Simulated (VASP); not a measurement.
# In (P6_3/mmc) in VASP: further runs, part 4 of 4

VASP 6.6.1.

### 6 Single point, r2SCAN (volume scaled by 1.12)

POSCAR reads:

```
In
1.0
    3.4757913224      0.0000000000      0.0000000000
   -1.7378956612      3.0101235835      0.0000000000
    0.0000000000      0.0000000000      5.6582753341
In
2
Direct
    0.3333333333      0.6666666667      0.2500000000
    0.6666666667      0.3333333333      0.7500000000
```

INCAR.step1 reads:

```
SYSTEM = In
PREC     = Accurate       ! precision mode
ENCUT    = 520            ! plane-wave cutoff, eV
ISMEAR   = -1             ! smearing method
SIGMA    = 0.1            ! smearing width, eV
LREAL    = .False.        ! projectors in reciprocal space
LASPH    = .True.         ! aspherical terms in the spheres
NELM     = 80             ! most SCF steps
NBANDS   = 20             ! bands
GGA      = PE             ! functional
ALGO     = Normal         ! electronic algorithm
EDIFF    = 1E-4           ! SCF threshold, eV
LWAVE    = .True.         ! write WAVECAR
LCHARG   = .False.        ! write CHGCAR
```

INCAR.step2 reads:

```
SYSTEM = In
PREC     = Accurate       ! precision mode
ENCUT    = 520            ! plane-wave cutoff, eV
EDIFF    = 1E-7           ! SCF threshold, eV
ISMEAR   = -1             ! smearing method
SIGMA    = 0.1            ! smearing width, eV
LREAL    = .False.        ! projectors in reciprocal space
LASPH    = .True.         ! aspherical terms in the spheres
NELM     = 80             ! most SCF steps
ALGO     = Normal         ! electronic algorithm
ISIF     = 2              ! what is computed and relaxed
LWAVE    = .False.        ! write WAVECAR
LCHARG   = .False.        ! write CHGCAR
METAGGA  = R2SCAN         ! meta-GGA
LMIXTAU  = .True.       
NBANDS   = 20             ! bands
ISTART   = 1
```

KPOINTS reads:

```
Automatic mesh
0
Gamma
  12 12 7
  0 0 0
```

Potentials or basis: VASP PAW PBE potentials, release 64 (In_d).

On the command line:

```bash
> cat potpaw_PBE.64/In_d/POTCAR > POTCAR
> cp INCAR.step1 INCAR
> mpirun -np 1 vasp_std > vasp.out
> cp INCAR.step2 INCAR
> mpirun -np 1 vasp_std > vasp.out
```

OUTCAR:

```text
SYSTEM = In
   PREC = Accurate
   ENCUT = 520
   EDIFF = 1E-7
   ISMEAR = -1
   LREAL = .False.
   LASPH = .True.
   NELM = 80
   ISIF = 2
   METAGGA = R2SCAN
   ISTART = 1

 ion  position               nearest neighbor table
   1  0.333  0.667  0.250-   2 3.47   2 3.47   2 3.47   2 3.47   2 3.47   2 3.47
   2  0.667  0.333  0.750-   1 3.47   1 3.47   1 3.47   1 3.47   1 3.47   1 3.47

  LATTYP: Found a hexagonal cell.
 ALAT       =     3.4757913224
 C/A-ratio  =     1.6279099662

  Lattice vectors:

 A1 = (   3.4757913224,   0.0000000000,   0.0000000000)
 A2 = (  -1.7378956612,   3.0101235835,   0.0000000000)
 A3 = (   0.0000000000,   0.0000000000,   5.6582753341)

Analysis of symmetry for initial positions (statically):
=====================================================================
 Subroutine PRICEL returns:
 Original cell was already a primitive cell.

 Routine SETGRP: Setting up the symmetry group for a
 hexagonal supercell.

 Subroutine GETGRP returns: Found 24 space group operations
 (whereof 12 operations were pure point group operations)
 out of a pool of 24 trial point group operations.

The static configuration has the point symmetry D_3d.
 The point group associated with its full space group is D_6h.

Analysis of symmetry for dynamics (positions and initial velocities):
=====================================================================
 Subroutine PRICEL returns:
 Original cell was already a primitive cell.

 Routine SETGRP: Setting up the symmetry group for a
 hexagonal supercell.

 Subroutine GETGRP returns: Found 24 space group operations
 (whereof 12 operations were pure point group operations)
 out of a pool of 24 trial point group operations.

The dynamic configuration has the point symmetry D_3d.
 The point group associated with its full space group is D_6h.

 Subroutine INISYM returns: Found 24 space group operations
 (whereof 12 operations are pure point group operations),
 and found     1 'primitive' translations

----------------------------------------------------------------------------------------

                                     Primitive cell

  volume of cell :      59.2001

  direct lattice vectors                    reciprocal lattice vectors
     3.475791322  0.000000000  0.000000000     0.287704269  0.166106137  0.000000000
    -1.737895661  3.010123583  0.000000000     0.000000000  0.332212274  0.000000000
     0.000000000  0.000000000  5.658275334     0.000000000  0.000000000  0.176732298

  length of vectors
     3.475791322  3.475791322  5.658275334     0.332212274  0.332212274  0.176732298

  position of ions in fractional coordinates (direct lattice)
     0.333333333  0.666666667  0.250000000
     0.666666667  0.333333333  0.750000000

  ion indices of the primitive-cell ions
   primitive index   ion index
                 1           1
                 2           2

----------------------------------------------------------------------------------------

 KPOINTS: Automatic mesh

Automatic generation of k-mesh.
 Grid dimensions read from file:
 generate k-points for:   12   12    7

 Generating k-lattice:

  Cartesian coordinates                     Fractional coordinates (reciprocal lattice)
     0.023975356  0.013842178  0.000000000     0.083333333 -0.000000000  0.000000000
     0.000000000  0.027684356  0.000000000     0.000000000  0.083333333  0.000000000
     0.000000000  0.000000000  0.025247471     0.000000000  0.000000000  0.142857143

  Length of vectors
     0.027684356  0.027684356  0.025247471

  Shift w.r.t. Gamma in fractional coordinates (k-lattice)
     0.000000000  0.000000000  0.000000000

 Subroutine IBZKPT returns following result:
 ===========================================

 Found     76 irreducible k-points:

 Following reciprocal coordinates:
            Coordinates               Weight
  0.000000  0.000000  0.000000      1.000000
  0.083333  0.000000  0.000000      6.000000
  0.166667 -0.000000  0.000000      6.000000
  0.250000 -0.000000  0.000000      6.000000
  0.333333 -0.000000  0.000000      6.000000
  0.416667 -0.000000  0.000000      6.000000
[... 16 lines left out ...]
  0.250000 -0.000000  0.142857     12.000000
  0.333333 -0.000000  0.142857     12.000000
 [... further k-points ...]
   k-points           NKPTS =     76   k-points in BZ     NKDIM =     76   number of bands    NBANDS=     20
   number of dos      NEDOS =    301   number of ions     NIONS =      2
   total plane-waves  NPLWV =  32928
   dimension x,y,z NGX =    28 NGY =   28 NGZ =   42
   dimension x,y,z NGXF=    56 NGYF=   56 NGZF=   84
   ions per type =               2
   NGX,Y,Z   is equivalent  to a cutoff of  13.39, 13.39, 12.34 a.u.
   NGXF,Y,Z  is equivalent  to a cutoff of  26.78, 26.78, 24.68 a.u.
 SYSTEM =  In
   PREC   = accura    normal or accurate (medium, high low for compatibility)
   ISTART =      1    job   : 0-new  1-cont  2-samecut
   ICHARG =      0    charge: 1-file 2-atom 10-const
   ISPIN  =      1    spin polarized calculation?
   LNONCOLLINEAR =      F non collinear calculations
   LSORBIT =      F    spin-orbit coupling
   LASPH  =      T    aspherical Exc in radial PAW
   ENCUT  =  520.0 eV  38.22 Ry    6.18 a.u.   6.46  6.46 10.52*2*pi/ulx,y,z
   NELM   =     80;   NELMIN=  2; NELMDL=  0     # of ELM steps
   EDIFF  = 0.1E-06   stopping-criterion for ELM
   LREAL  =      F    real-space projection
   EDIFFG = 0.1E-05   stopping-criterion for IOM
   NSW    =      0    number of steps for IOM
   IBRION =     -1    ionic relax: 0-MD 1-quasi-New 2-CG
   NFREE  =      0    steps in history (QN), initial steepest desc. (CG)
   ISIF   =      2    stress and relaxation
   ISYM   =      2    0-nonsym 1-usesym 2-fastsym
   POTIM  = 0.5000    time-step for ionic-motion
   TEBEG  =    0.0;   TEEND  =   0.0 temperature during run
   PSTRESS=    0.0 pullay stress
   NELECT =      26.0000    total number of electrons
   NUPDOWN=      -1.0000    fix difference up-down
   EMIN   =  10.00;   EMAX   =-10.00  energy-range for DOS
   EFERMI =   0.00;   METHOD = LEGACY
   ISMEAR =    -1;   SIGMA  =   0.10  broadening in eV -4-tet -1-fermi 0-gaus
   EFERMI_NEDOS =   21; number of points for ismear=-14 and -15
   IALGO  =     38    algorithm
   IMIX   =      4    mixing-type and parameters
     AMIX     =   0.40;   BMIX     =  1.00
     AMIX_MAG =   1.60;   BMIX_MAG =  1.00
  volume/ion in A,a.u.               =      29.60       199.75
  Fermi-wavevector in a.u.,A,eV,Ry     =   1.244396  2.351567 21.068910  1.548521
  Thomas-Fermi vector in A             =   2.378664
   LORBIT       =      0    0 simple, 1 ext, 2 COOP (PROOUT), +10 PAW based schemes
   METAGGA = R2SCAN    functional components
   LHFCALC =     F    Hartree Fock is set to
   AEXX    =    0.0000 exact exchange contribution
   IVDW    =     0    specifies the selected vdW correction
   LEPSILON=     F    determine dielectric tensor
   LRPA    =     F    only Hartree local field effects (RPA)
 non-spin polarized calculation
  energy-cutoff  :      520.00
  volume of cell :       59.20
 maximum number of plane-waves:      1641
 NGX is ok and might be reduce to    28
   NGX = 13   NGY = 13   NGZ = 21

 number of electron      26.0000002 magnetization

 Free energy of the ion-electron system (eV)
  ---------------------------------------------------
  ext. energy  EPLUGINS =         0.00000000
  ---------------------------------------------------
  free energy    TOTEN  =       -45.06150785 eV

  energy without entropy =      -45.03177845  energy(sigma->0) =      -45.04664315

 E-fermi :   6.1815     XC(G=0): -10.4263

 val. band max:        6.1649939784   @ k =   0.2500   0.2500   0.1429
 cond. band min:       6.1840774321   @ k =   0.0833   0.0000   0.2857
 fundamental gap:      0.0190834537
 Fermi energy:         6.1814659487

 k-point     1 :       0.0000    0.0000    0.0000
  band No.  band energies     occupation
      1      -8.9938      2.00000
      2      -8.9539      2.00000
      3      -8.9343      2.00000
      4      -8.9343      2.00000
      5      -8.9134      2.00000
      6      -8.9134      2.00000
[... 12 lines left out ...]
     19      17.2941      0.00000
     20      17.3398      0.00000

 k-point     2 :       0.0833    0.0000    0.0000
  band No.  band energies     occupation
      1      -8.9892      2.00000
      2      -8.9591      2.00000
      3      -8.9231      2.00000
      4      -8.9194      2.00000
      5      -8.9108      2.00000
      6      -8.8992      2.00000
[... 498 lines left out ...]
 k-point    24 :       0.3333   -0.0000    0.1429
  band No.  band energies     occupation
      1      -9.0612      2.00000
      2      -8.9838      2.00000
      3      -8.9573      2.00000
      4      -8.9205      2.00000
      5      -8.8624      2.00000
      6      -8.8363      2.00000
[... 12 lines left out ...]
     19      14.3178      0.00000
     20      16.4742      0.00000

 [... further k-points ...]
[... 5 lines left out ...]
  --------------------------------------------------------------------------------------
  -------------------------------------------------------------------------------------
  Total       -1.2001802     -1.2001802     -1.4436151      0.0000000      0.0000000      0.0000000
  in kB      -32.4814154    -32.4814154    -39.0696852      0.0000000      0.0000000      0.0000000
  external PRESSURE =     -34.6775054 kB  Pullay stress =       0.0000000 kB

 VOLUME and BASIS-vectors are now :
 -----------------------------------------------------------------------------
  energy-cutoff  :      520.00
  volume of cell :       59.20
      direct lattice vectors                 reciprocal lattice vectors
     3.475791322  0.000000000  0.000000000     0.287704269  0.166106137  0.000000000
    -1.737895661  3.010123583  0.000000000     0.000000000  0.332212274  0.000000000
     0.000000000  0.000000000  5.658275334     0.000000000  0.000000000  0.176732298

 POSITION                                       TOTAL-FORCE (eV/Angst)
 -----------------------------------------------------------------------------------
     -0.00000      2.00675      1.41457         0.000000      0.000000      0.000000
      1.73790      1.00337      4.24371        -0.000000      0.000000      0.000000
 -----------------------------------------------------------------------------------
    total drift:                               -0.000000      0.000000      0.000000

  FREE ENERGIE OF THE ION-ELECTRON SYSTEM (eV)
  ---------------------------------------------------
  free  energy   TOTEN  =       -45.0615078550 eV

  energy  without entropy=      -45.0317784533  energy(sigma->0) =      -45.04664315
```

It took 4.8 min on 1 thread of Intel Xeon 6975P-C, shared host; peak memory 0.23 GiB.

What came out:

```
Free energy            : -45.0615 eV
Pressure               : -3.5 GPa
Band gap on the k mesh : zero (band 13 reaches 8.73 eV, above the bottom of band 14 at 4.10 eV)
```

Caveat: the PAW data sets were made with another functional, which shifts forces and pressure a little; spin-orbit coupling is left out, which moves the levels of the heavy elements.

### 7 Summary

| cell | gap on the mesh (eV) | pressure (GPa) |
| --- | --- | --- |
| a = 3.302, b = 3.302, c = 5.375 Å, angles 90.0, 90.0, 120.0°, 2 atoms | none | 1.9 |
| a = 3.347, b = 3.347, c = 5.449 Å, angles 90.0, 90.0, 120.0°, 2 atoms | none | 0.1 |
| a = 3.391, b = 3.391, c = 5.520 Å, angles 90.0, 90.0, 120.0°, 2 atoms | none | -1.4 |
| a = 3.434, b = 3.434, c = 5.590 Å, angles 90.0, 90.0, 120.0°, 2 atoms | none | -2.6 |
| a = 3.476, b = 3.476, c = 5.658 Å, angles 90.0, 90.0, 120.0°, 2 atoms | none | -3.5 |

Alike in all rows: task single point; level r2SCAN; potentials or basis VASP PAW PBE potentials, release 64 (In_d); no spin polarisation; k mesh 12 × 12 × 7; cutoff (eV) 520; smearing fermi-dirac 0.1 eV.

Caveats: the PAW data sets were made with another functional, which shifts forces and pressure a little; spin-orbit coupling is left out, which moves the levels of the heavy elements.

Total energies depend on the potentials used, so only differences within one code and one set of settings carry meaning.
